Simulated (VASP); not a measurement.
# Mg32Si13Ge3 (P1) in VASP: single point with PBEsol

Aim: the single point of Mg32Si13Ge3 with PBEsol.

Everything below comes from runs of VASP 6.6.1. Logs are shortened: lines on timing, memory, paths and dates and some standing lists are left out, and cuts for length are marked.

### Step 1. The cell of the first run

The typed cell holds 96 atoms: a = 12.664 Å, b = 12.664 Å, c = 12.664 Å, α = 90.00°, β = 90.00°, γ = 90.00°.

### Step 2. Single point, PBEsol

INCAR reads:

```
ALGO = Normal
EDIFF = 1E-6
ENCUT = 520
GGA = PS
ISIF = 2
ISMEAR = -1
ISYM = 0
LASPH = True
LCHARG = True
LELF = True
LREAL = Auto
LVHAR = True
LWAVE = False
NBANDS = 212
NELM = 80
PREC = Accurate
SIGMA = 0.05
```

KPOINTS reads:

```
Automatic mesh
0
Gamma
  1 1 1
  0.25 0.25 0.25
```

POSCAR reads:

```
Mg32Si13Ge3
1.0
   12.6638752148      0.0000000000      0.0000000000
    0.0000000000     12.6638752148      0.0000000000
    0.0000000000      0.0000000000     12.6638752148
Mg Si Ge
64 26 6
Direct
    0.3758280000      0.1256270000      0.1249110000
    0.3755710000      0.1255180000      0.6246110000
    0.3754540000      0.6252220000      0.1250750000
    0.3755740000      0.6255690000      0.6246790000
    0.8753330000      0.1248510000      0.1250850000
    0.8755560000      0.1254880000      0.6248350000
    0.8756490000      0.6252720000      0.1246010000
    0.8756880000      0.6256990000      0.6246110000
    0.1254420000      0.3752330000      0.1252150000
    0.1250510000      0.3749490000      0.6248400000
    0.1248600000      0.8746320000      0.1246720000
    0.1251710000      0.8749210000      0.6245870000
    0.6249990000      0.3748720000      0.1246520000
    0.6250190000      0.3748480000      0.6247060000
    0.6256690000      0.8753050000      0.1249320000
    0.6252530000      0.8751040000      0.6246820000
    0.1251430000      0.1253710000      0.3751890000
    0.1250530000      0.1256070000      0.8753500000
    0.1255210000      0.6249220000      0.3748240000
    0.1250180000      0.6254980000      0.8752130000
    0.6255420000      0.1251140000      0.3749040000
    0.6249750000      0.1254410000      0.8753830000
    0.6251340000      0.6253960000      0.3749920000
    0.6251110000      0.6255840000      0.8750400000
    0.1251090000      0.1250220000      0.1245460000
    0.1246250000      0.1255680000      0.6246300000
    0.1254370000      0.6247800000      0.1248350000
    0.1250590000      0.6253720000      0.6244220000
    0.6253030000      0.1249970000      0.1251770000
    0.6249160000      0.1254060000      0.6245710000
    0.6250880000      0.6254010000      0.1244280000
    0.6249280000      0.6255400000      0.6243650000
    0.3752520000      0.3753440000      0.3750230000
    0.3755380000      0.3749260000      0.8753380000
    0.3756830000      0.8749610000      0.3752530000
    0.3756160000      0.8749160000      0.8752040000
    0.8758480000      0.3747080000      0.3750470000
    0.8754520000      0.3749380000      0.8752470000
    0.8752550000      0.8750670000      0.3747740000
    0.8755040000      0.8748260000      0.8750850000
    0.3752860000      0.3754620000      0.1249640000
    0.3753430000      0.3749360000      0.6245340000
    0.3755160000      0.8749160000      0.1245730000
    0.3756250000      0.8748650000      0.6245170000
    0.8755570000      0.3745640000      0.1244880000
    0.8755220000      0.3748940000      0.6244220000
    0.8751860000      0.8750790000      0.1247830000
    0.8754480000      0.8749880000      0.6244630000
    0.3755990000      0.1254520000      0.3749870000
    0.3754510000      0.1252580000      0.8750970000
    0.3753490000      0.6250130000      0.3746570000
    0.3753190000      0.6253010000      0.8749680000
    0.8752760000      0.1249760000      0.3747170000
    0.8754060000      0.1252840000      0.8751780000
    0.8755480000      0.6252280000      0.3749760000
    0.8755870000      0.6254770000      0.8749330000
    0.1253730000      0.3751280000      0.3747730000
    0.1250460000      0.3748910000      0.8753210000
    0.1248810000      0.8745980000      0.3749340000
    0.1249320000      0.8747970000      0.8749530000
    0.6251290000      0.3748750000      0.3751720000
    0.6247980000      0.3748360000      0.8751560000
    0.6253360000      0.8752150000      0.3748050000
    0.6250730000      0.8749990000      0.8751360000
    0.0001730000      0.0000310000      0.9998420000
    0.0001780000      0.0000980000      0.4998500000
    0.0002630000      0.5000810000      0.9999460000
    0.0003770000      0.5000660000      0.4997200000
    0.5004010000      0.0001500000      0.0000620000
    0.5004170000      0.0002160000      0.4997240000
    0.5003140000      0.5002210000      0.9999290000
    0.5002600000      0.5001380000      0.4999110000
    0.2503950000      0.2502230000      0.0001200000
    0.2501800000      0.2501140000      0.4998860000
    0.2503170000      0.7499870000      0.9999830000
    0.2503850000      0.7500320000      0.4997760000
    0.7502750000      0.2499300000      0.0000720000
    0.7504230000      0.2500230000      0.4999020000
    0.7504500000      0.7501210000      0.9998300000
    0.7502900000      0.7501740000      0.4996800000
    0.2503680000      0.5001340000      0.2499060000
    0.7504030000      0.0000740000      0.2499920000
    0.0004630000      0.2500390000      0.2498070000
    0.0001180000      0.2502490000      0.7500350000
    0.0002420000      0.7499770000      0.2497900000
    0.0003320000      0.7501420000      0.7496560000
    0.5003240000      0.2503810000      0.2500390000
    0.5002080000      0.2501090000      0.7498290000
    0.5004890000      0.7502300000      0.2497710000
    0.5003150000      0.7503360000      0.7499160000
    0.2503150000      0.9999700000      0.2498390000
    0.2501430000      0.0001730000      0.7498220000
    0.2501620000      0.5001540000      0.7499340000
    0.7502240000      0.0002000000      0.7498690000
    0.7503600000      0.5000060000      0.2497640000
    0.7502540000      0.5001650000      0.7498320000
```

Potentials or basis: VASP PAW PBE potentials, release 64 (Mg, Si, Ge_d).

Started as:

```bash
$ cat potpaw_PBE.64/Mg/POTCAR potpaw_PBE.64/Si/POTCAR potpaw_PBE.64/Ge_d/POTCAR > POTCAR
$ mpirun -np 1 vasp_std > vasp.out
```

OUTCAR:

```text
EDIFF = 1E-6
   ENCUT = 520
   GGA = PS
   ISIF = 2
   ISMEAR = -1
   ISYM = 0
   LASPH = True
   LREAL = Auto
   NELM = 80
   PREC = Accurate

 ion  position               nearest neighbor table
   1  0.376  0.126  0.125-  87 2.74  73 2.74  69 2.74  91 2.75  29 3.16  50 3.16  41 3.16  49 3.17
                            43 3.17  25 3.18
   2  0.376  0.126  0.625-  88 2.74  74 2.74  70 2.74  92 2.75  30 3.16  42 3.16  49 3.16  50 3.17
                            44 3.17  26 3.18
   3  0.375  0.625  0.125-  89 2.74  75 2.74  81 2.74  71 2.74  51 3.16  31 3.16  43 3.16  41 3.16
                            27 3.17  52 3.17
   4  0.376  0.626  0.625-  76 2.74  90 2.74  72 2.74  93 2.75  44 3.16  32 3.16  51 3.17  52 3.17
                            28 3.17  42 3.17
   5  0.875  0.125  0.125-  82 2.74  65 2.74  83 2.74  77 2.74  53 3.16  45 3.16  47 3.16  25 3.16
                            54 3.16  29 3.17
   6  0.876  0.125  0.625-  84 2.74  78 2.74  66 2.74  94 2.75  26 3.15  46 3.16  53 3.17  54 3.17
                            48 3.17  30 3.17
   7  0.876  0.625  0.125-  67 2.74  85 2.74  79 2.74  95 2.75  56 3.16  27 3.16  47 3.16  55 3.17
                            31 3.17  45 3.17
   8  0.876  0.626  0.625-  86 2.74  80 2.74  68 2.74  96 2.75  48 3.16  28 3.16  55 3.16  56 3.17
                            32 3.18  46 3.18
   9  0.125  0.375  0.125-  81 2.74  83 2.74  73 2.74  67 2.74  27 3.16  57 3.16  41 3.16  45 3.16
                            58 3.16  25 3.17
  10  0.125  0.375  0.625-  84 2.74  68 2.74  74 2.74  93 2.74  26 3.16  46 3.16  57 3.17  42 3.17
                            28 3.17  58 3.17
  11  0.125  0.875  0.125-  85 2.74  75 2.74  65 2.74  91 2.75  47 3.16  60 3.16  27 3.16  59 3.17
                            25 3.17  43 3.17
[... 164 lines left out ...]
  94  0.750  0.000  0.750-  16 2.74  54 2.75  64 2.75   6 2.75  30 2.75  48 2.75  40 2.75  22 2.75

  95  0.750  0.500  0.250-  13 2.75  55 2.75   7 2.75  61 2.75  23 2.75  45 2.75  31 2.75  37 2.75

  96  0.750  0.500  0.750-  14 2.75  56 2.75  24 2.75  38 2.75  46 2.75  62 2.75  32 2.75   8 2.75

IMPORTANT INFORMATION: All symmetrisations will be switched off!
NOSYMM: (Re-)initialisation of all symmetry stuff for point group C_1.

----------------------------------------------------------------------------------------

                                     Primitive cell

  volume of cell :    2030.9530

  direct lattice vectors                    reciprocal lattice vectors
    12.663875215  0.000000000  0.000000000     0.078964771  0.000000000  0.000000000
     0.000000000 12.663875215  0.000000000     0.000000000  0.078964771  0.000000000
     0.000000000  0.000000000 12.663875215     0.000000000  0.000000000  0.078964771

  length of vectors
    12.663875215 12.663875215 12.663875215     0.078964771  0.078964771  0.078964771

  position of ions in fractional coordinates (direct lattice)
     0.375828000  0.125627000  0.124911000
     0.375571000  0.125518000  0.624611000
     0.375454000  0.625222000  0.125075000
     0.375574000  0.625569000  0.624679000
     0.875333000  0.124851000  0.125085000
     0.875556000  0.125488000  0.624835000
[... 88 lines left out ...]
     0.750360000  0.500006000  0.249764000
     0.750254000  0.500165000  0.749832000

  ion indices of the primitive-cell ions
   primitive index   ion index
                 1           1
                 2           2
                 3           3
                 4           4
                 5           5
                 6           6
[... 88 lines left out ...]
                95          95
                96          96

----------------------------------------------------------------------------------------

 KPOINTS: Automatic mesh

Automatic generation of k-mesh.
 Grid dimensions read from file:
 generate k-points for:    1    1    1
   k-points           NKPTS =      4   k-points in BZ     NKDIM =      4   number of bands    NBANDS=    212
   number of dos      NEDOS =    301   number of ions     NIONS =     96
   total plane-waves  NPLWV = 884736
   dimension x,y,z NGX =    96 NGY =   96 NGZ =   96
   dimension x,y,z NGXF=   192 NGYF=  192 NGZF=  192
   ions per type =              64  26   6
   NGX,Y,Z   is equivalent  to a cutoff of  12.60, 12.60, 12.60 a.u.
   NGXF,Y,Z  is equivalent  to a cutoff of  25.20, 25.20, 25.20 a.u.
 SYSTEM =  unknown system
   PREC   = accura    normal or accurate (medium, high low for compatibility)
   ISTART =      0    job   : 0-new  1-cont  2-samecut
   ICHARG =      2    charge: 1-file 2-atom 10-const
   ISPIN  =      1    spin polarized calculation?
   LNONCOLLINEAR =      F non collinear calculations
   LSORBIT =      F    spin-orbit coupling
   LASPH  =      T    aspherical Exc in radial PAW
   ENCUT  =  520.0 eV  38.22 Ry    6.18 a.u.  23.55 23.55 23.55*2*pi/ulx,y,z
   NELM   =     80;   NELMIN=  2; NELMDL= -5     # of ELM steps
   EDIFF  = 0.1E-05   stopping-criterion for ELM
   LREAL  =      T    real-space projection
   EDIFFG = 0.1E-04   stopping-criterion for IOM
   NSW    =      0    number of steps for IOM
   IBRION =     -1    ionic relax: 0-MD 1-quasi-New 2-CG
   NFREE  =      0    steps in history (QN), initial steepest desc. (CG)
   ISIF   =      2    stress and relaxation
   ISYM   =      0    0-nonsym 1-usesym 2-fastsym
   POTIM  = 0.5000    time-step for ionic-motion
   TEBEG  =    0.0;   TEEND  =   0.0 temperature during run
   PSTRESS=    0.0 pullay stress
   NELECT =     316.0000    total number of electrons
   NUPDOWN=      -1.0000    fix difference up-down
   EMIN   =  10.00;   EMAX   =-10.00  energy-range for DOS
   EFERMI =   0.00;   METHOD = LEGACY
   ISMEAR =    -1;   SIGMA  =   0.05  broadening in eV -4-tet -1-fermi 0-gaus
   EFERMI_NEDOS =   21; number of points for ismear=-14 and -15
   IALGO  =     38    algorithm
   IMIX   =      4    mixing-type and parameters
     AMIX     =   0.40;   BMIX     =  1.00
     AMIX_MAG =   1.60;   BMIX_MAG =  1.00
  volume/ion in A,a.u.               =      21.16       142.77
  Fermi-wavevector in a.u.,A,eV,Ry     =   0.880516  1.663934 10.548711  0.775308
  Thomas-Fermi vector in A             =   2.000887
   LORBIT       =      0    0 simple, 1 ext, 2 COOP (PROOUT), +10 PAW based schemes
   GGA     = PS    functional components
   LHFCALC =     F    Hartree Fock is set to
   AEXX    =    0.0000 exact exchange contribution
   IVDW    =     0    specifies the selected vdW correction
   LEPSILON=     F    determine dielectric tensor
   LRPA    =     F    only Hartree local field effects (RPA)
 non-spin polarized calculation
  energy-cutoff  :      520.00
  volume of cell :     2030.95
 maximum number of plane-waves:     54681
 NGX is ok and might be reduce to    96
   NGX = 47   NGY = 47   NGZ = 47

 number of electron     316.0000071 magnetization

 Free energy of the ion-electron system (eV)
  ---------------------------------------------------
  ext. energy  EPLUGINS =         0.00000000
  ---------------------------------------------------
  free energy    TOTEN  =      -306.88577420 eV

  energy without entropy =     -306.87334570  energy(sigma->0) =     -306.87955995

 E-fermi :   3.7130     XC(G=0):  -8.9739

 val. band max:        3.4486687728   @ k =  -0.2500  -0.2500   0.2500
 cond. band min:       3.9588448180   @ k =   0.2500  -0.2500   0.2500
 fundamental gap:      0.5101760452
 Fermi energy:         3.7130321693

 k-point     1 :       0.2500    0.2500    0.2500
  band No.  band energies     occupation
      1     -19.9722      2.00000
      2     -19.9720      2.00000
      3     -19.9719      2.00000
      4     -19.9712      2.00000
      5     -19.9711      2.00000
      6     -19.9710      2.00000
[... 681 lines left out ...]
    169       4.9309      0.00000
    170       4.9323      0.00000
 [bands above 170 left out]

------------------------ aborting loop because EDIFF is reached ----------------------------------------

  FORCE on cell =-STRESS in cart. coord.  units (eV):
  Direction    XX          YY          ZZ          XY          YZ          ZX
  --------------------------------------------------------------------------------------
  -------------------------------------------------------------------------------------
  Total       -0.4022642     -0.3885581     -0.3897112      0.1012169      0.0869055      0.0702045
  in kB       -0.3173380     -0.3065256     -0.3074352      0.0798479      0.0685580      0.0553829
  external PRESSURE =      -0.3104329 kB  Pullay stress =       0.0000000 kB

 VOLUME and BASIS-vectors are now :
 -----------------------------------------------------------------------------
  energy-cutoff  :      520.00
  volume of cell :     2030.95
      direct lattice vectors                 reciprocal lattice vectors
    12.663875215  0.000000000  0.000000000     0.078964771  0.000000000  0.000000000
     0.000000000 12.663875215  0.000000000     0.000000000  0.078964771  0.000000000
     0.000000000  0.000000000 12.663875215     0.000000000  0.000000000  0.078964771

 POSITION                                       TOTAL-FORCE (eV/Angst)
 -----------------------------------------------------------------------------------
      4.75944      1.59092      1.58186        -0.010959     -0.006493     -0.008774
      4.75618      1.58954      7.91000        -0.007635     -0.006637     -0.003283
      4.75470      7.91773      1.58393        -0.011495     -0.006799     -0.006210
      4.75622      7.92213      7.91086        -0.004397     -0.011760     -0.002463
     11.08511      1.58110      1.58406        -0.006927      0.000276     -0.004360
     11.08793      1.58916      7.91283        -0.007567     -0.007681     -0.009392
[... 88 lines left out ...]
      9.50247      6.33201      3.16298        -0.000840      0.000432      0.003254
      9.50112      6.33403      9.49578        -0.000355      0.002859     -0.002561
 -----------------------------------------------------------------------------------
    total drift:                               -0.020102     -0.017333      0.015774

  FREE ENERGIE OF THE ION-ELECTRON SYSTEM (eV)
  ---------------------------------------------------
  free  energy   TOTEN  =      -306.8857741996 eV

  energy  without entropy=     -306.8733456957  energy(sigma->0) =     -306.87955995
```

Run time: 1.6 h. Hardware: 1 thread of Oxide Virtual Turin-like, shared host; peak memory 2.2 GiB.

What came out:

| Item | Value |
| --- | --- |
| Free energy | -306.8858 eV |
| Pressure | 0.0 GPa |
| Largest force | 0.020 eV/Å |
| Band gap on the k mesh | 0.51 eV |

Forces in eV/Å, atoms in the order of the input:
```
Mg  -0.011 -0.006 -0.009
Mg  -0.008 -0.007 -0.003
Mg  -0.011 -0.007 -0.006
Mg  -0.004 -0.012 -0.002
Mg  -0.007  0.000 -0.004
Mg  -0.008 -0.008 -0.009
Mg  -0.004 -0.002 -0.002
Mg  -0.008 -0.016 -0.008
Mg   0.000 -0.004 -0.010
Mg  -0.003  0.000 -0.009
Mg   0.006  0.002 -0.007
Mg  -0.007 -0.001 -0.009
Mg   0.003 -0.001 -0.001
Mg  -0.002  0.000 -0.005
Mg  -0.007 -0.003  0.001
Mg  -0.007 -0.006 -0.007
Mg  -0.004 -0.008 -0.006
Mg  -0.005 -0.007 -0.009
Mg  -0.003  0.000 -0.007
Mg  -0.002 -0.009 -0.006
Mg  -0.002 -0.003 -0.006
Mg   0.001 -0.004 -0.010
Mg  -0.004 -0.003 -0.004
Mg  -0.007 -0.007 -0.002
Mg   0.002  0.013  0.007
Mg   0.013 -0.005  0.004
Mg   0.003  0.006  0.009
Mg   0.005 -0.003  0.007
Mg   0.010  0.002  0.002
Mg   0.010  0.000  0.006
Mg   0.005  0.001  0.009
Mg   0.006 -0.001  0.011
Mg  -0.007 -0.003 -0.008
Mg  -0.005 -0.001 -0.011
Mg  -0.005 -0.006 -0.012
Mg  -0.006 -0.002 -0.002
Mg  -0.012  0.001 -0.005
Mg  -0.004 -0.003 -0.005
Mg  -0.004  0.005 -0.004
Mg  -0.002  0.004 -0.007
Mg  -0.003 -0.003  0.007
Mg   0.004  0.004  0.010
Mg   0.005  0.000  0.006
Mg   0.001  0.007  0.005
Mg   0.002  0.008  0.010
Mg   0.003  0.006  0.010
Mg   0.001  0.005  0.010
Mg   0.003  0.003  0.005
Mg  -0.001  0.002  0.007
Mg   0.004  0.008  0.007
Mg  -0.001  0.004  0.005
Mg   0.010  0.003  0.010
Mg   0.001 -0.001  0.007
Mg   0.001  0.002  0.003
Mg   0.002  0.002  0.004
Mg   0.004 -0.005  0.006
Mg   0.009  0.003  0.004
Mg   0.002  0.005  0.001
Mg   0.007  0.010  0.009
Mg   0.006  0.003  0.010
Mg   0.004  0.002  0.003
Mg   0.012  0.001  0.002
Mg   0.007  0.004 -0.002
Mg   0.003  0.002  0.005
Si   0.002 -0.001  0.005
Si   0.002 -0.001 -0.006
Si   0.006  0.000  0.000
Si   0.003  0.004  0.004
Si  -0.001  0.001  0.000
Si  -0.001 -0.001  0.005
Si  -0.006  0.002 -0.004
Si  -0.002  0.003 -0.006
Si   0.000 -0.001 -0.001
Si   0.002  0.006 -0.002
Si  -0.004  0.005 -0.004
Si   0.000  0.002 -0.005
Si  -0.006  0.003 -0.004
Si  -0.002  0.002 -0.007
Si  -0.006  0.006  0.003
Si   0.001  0.002  0.004
Si   0.004  0.002  0.001
Si  -0.001  0.001 -0.007
Si  -0.002 -0.005  0.001
Si   0.006 -0.002  0.000
Si   0.003 -0.002  0.004
Si   0.001  0.004  0.007
Si   0.003 -0.007 -0.002
Si  -0.002  0.003  0.007
Si  -0.004 -0.001  0.004
Si   0.001 -0.005 -0.004
Ge  -0.001  0.005  0.004
Ge   0.007  0.002  0.002
Ge   0.006  0.000 -0.003
Ge   0.002  0.000  0.004
Ge  -0.001  0.000  0.003
Ge   0.000  0.003 -0.003
```

Levels at points of the mesh, in eV from the valence-band top:
```csv
k point,band 155,band 156,band 157,band 158,band 159,band 160,band 161,band 162
"(0.25, 0.25, 0.25)",-0.26,-0.26,0.00,0.00,0.51,0.60,0.60,1.21
```

Caveat: semilocal functionals underestimate gaps, and a narrow one can read as zero; the PAW data sets were made with another functional, which shifts forces and pressure a little; a shifted mesh leaves out Γ, where band edges can lie.
